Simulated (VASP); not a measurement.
C: single point with r2SCAN

C:

```
C
1.0
     0.00000    1.79201    1.79201
     1.79201    0.00000    1.79201
     1.79201    1.79201    0.00000
C
2
Direct
  0.00000 0.00000 0.00000
  0.25000 0.25000 0.25000
```

| Item | Value |
| --- | --- |
| Program | VASP 6.6.1 |
| Task | single point |
| Functional | r2SCAN |
| Potentials or basis | VASP PAW PBE potentials, release 64 (C) |
| Cutoff | 520 eV |
| k mesh | 16 × 16 × 16 |
| Occupations | fermi-dirac, width 0.1 eV |
| Spin | no spin polarisation |
| Dipole correction | no |
| Further INCAR settings | ALGO = Normal; EDIFF = 1e-07; NBANDS = 11 |

The pressure is -7.6 GPa and the band gap on the k mesh is 4.29 eV, indirect (least direct gap 5.80 eV).

Levels at points of the mesh, in eV from the valence-band top:
| k point | band 1 | band 2 | band 3 | band 4 | band 5 | band 6 | band 7 | band 8 |
| --- | --- | --- | --- | --- | --- | --- | --- | --- |
| (0.00, 0.00, 0.00) | -22.50 | 0.00 | 0.00 | 0.00 | 5.80 | 5.80 | 5.80 | 13.47 |
| (0.50, 0.00, 0.00) | -16.63 | -13.88 | -2.94 | -2.94 | 8.81 | 8.81 | 8.92 | 16.56 |
| (0.50, 0.50, 0.00) | -13.48 | -13.48 | -6.57 | -6.57 | 4.97 | 4.97 | 17.65 | 17.65 |

It took 44 s on 1 thread of Intel(R) Xeon(R) Platinum 8488C (Sapphire Rapids), on a shared host, peak memory 0.13 GiB.

Caveat: the PAW data sets were made with another functional, which shifts forces and pressure a little. A k mesh can miss the band edges.
